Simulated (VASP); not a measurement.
Set up this calculation in VASP 6.6.1, as the native input.

| Item | Value |
| --- | --- |
| Task | single point |
| Functional | PBE |
| Potentials or basis | VASP PAW PBE potentials, release 64 (Cd, Te, Se) |
| Cutoff | 520 eV |
| k mesh | 6 × 6 × 6 |
| Occupations | gaussian, width 0.1 eV |
| Spin | no spin polarisation |
| Dipole correction | no |
| Further INCAR settings | ALGO = Normal; EDIFF = 1e-07; NBANDS = 36 |

The structure of Cd3Te2Se lies in POSCAR:

```
Cd3Te2Se
1.0
   -2.1530862800      2.1530862800      9.1347714500
    2.1530862800     -2.1530862800      9.1347714500
    2.1530862800      2.1530862800     -9.1347714500
Cd Te Se
3 2 1
Direct
    0.8333333300      0.8333333300      0.0000000000
    0.5000000000      0.5000000000      0.0000000000
    0.1666666700      0.1666666700      0.0000000000
    0.4166666700      0.9166666700      0.5000000000
    0.0833333300      0.5833333300      0.5000000000
    0.7500000000      0.2500000000      0.5000000000
```

One way to write it, as run:

INCAR

```
PREC = Accurate
ENCUT = 520
EDIFF = 1E-7
ISMEAR = 0
SIGMA = 0.1
LREAL = False
LASPH = True
NELM = 80
ALGO = Normal
ISIF = 2
LWAVE = False
LCHARG = True
GGA = PE
LELF = True
LVHAR = True
NBANDS = 36
```

KPOINTS

```
Automatic mesh
0
Gamma
  6 6 6
```

Potentials or basis: VASP PAW PBE potentials, release 64 (Cd, Te, Se).

The run is started by

```sh
$ cat potpaw_PBE.64/Cd/POTCAR potpaw_PBE.64/Te/POTCAR potpaw_PBE.64/Se/POTCAR > POTCAR
$ mpirun -np 1 vasp_std > vasp.out
```

Results of the run:

```json
{
 "Pressure": "11.7 GPa",
 "Largest force": "1.122 eV/Å",
 "Band gap on the k mesh": "1.05 eV"
}
```

Caveat: the cell stands under pressure; spin-orbit coupling is left out, which moves the levels of the heavy elements; forces of over 1 eV/Å act on the atoms, so gaps and moduli don't describe the material at rest.

Wall time 8.7 min on 1 thread of Intel(R) Xeon(R) 6975P-C (Granite Rapids) (shared host), peak memory 0.79 GiB.
